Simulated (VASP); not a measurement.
Set up this calculation in VASP 6.6.1, as the native input.

| Quantity | Value |
| --- | --- |
| Task | single point |
| Functional | PBE |
| Potentials or basis | VASP PAW PBE potentials, release 64 (P, C) |
| Cutoff | 520 eV |
| k mesh | 8 × 8 × 12 |
| Occupations | gaussian, width 0.1 eV |
| Spin | no spin polarisation |
| Dipole correction | no |
| Further INCAR settings | ALGO = Normal; EDIFF = 1e-06; NBANDS = 20 |

The structure of P4C lies in POSCAR:

```
P4C
1.0
    3.4395779804     -5.0867306498      0.0000000000
    3.4395779804      5.0867306498      0.0000000000
    0.0000000000      0.0000000000      2.7228018596
P C
4 1
Direct
    0.8127164735      0.8127164735      0.5000000000
    0.1872835265      0.1872835265      0.5000000000
    0.6052030407      0.3947969593      0.0000000000
    0.3947969593      0.6052030407      0.0000000000
    0.0000000000      0.0000000000      0.0000000000
```

The cell was generated, and may not be a known phase.

These files were run (other wordings do the same):

INCAR

```
SYSTEM = P4C
ALGO     = Normal         ! electronic algorithm
EDIFF    = 1E-6           ! SCF threshold, eV
ENCUT    = 520            ! plane-wave cutoff, eV
GGA      = PE             ! functional
ISIF     = 2              ! what is computed and relaxed
ISMEAR   = 0              ! smearing method
LASPH    = .True.         ! aspherical terms in the spheres
LCHARG   = .False.        ! write CHGCAR
LREAL    = .False.        ! projectors in reciprocal space
LWAVE    = .False.        ! write WAVECAR
NBANDS   = 20             ! bands
NELM     = 100            ! most SCF steps
PREC     = Accurate       ! precision mode
SIGMA    = 0.1            ! smearing width, eV
```

KPOINTS

```
k-points
0
Gamma
  8 8 12
  0 0 0
```

Potentials or basis: VASP PAW PBE potentials, release 64 (P, C).

Run with:

```console
$ cat potpaw_PBE.64/P/POTCAR potpaw_PBE.64/C/POTCAR > POTCAR
$ mpirun -np 1 vasp_std > vasp.out
```

Results of the run:

* Pressure: -0.3 GPa
* Largest force: 0.070 eV/Å
* Band gap on the k mesh: zero (bands 12 and 13 overlap by 3.93 eV)

Run time: 2.3 min on 1 thread of AMD EPYC 9R45 96-Core Processor (Zen 5), on a shared host, peak memory 0.32 GiB.
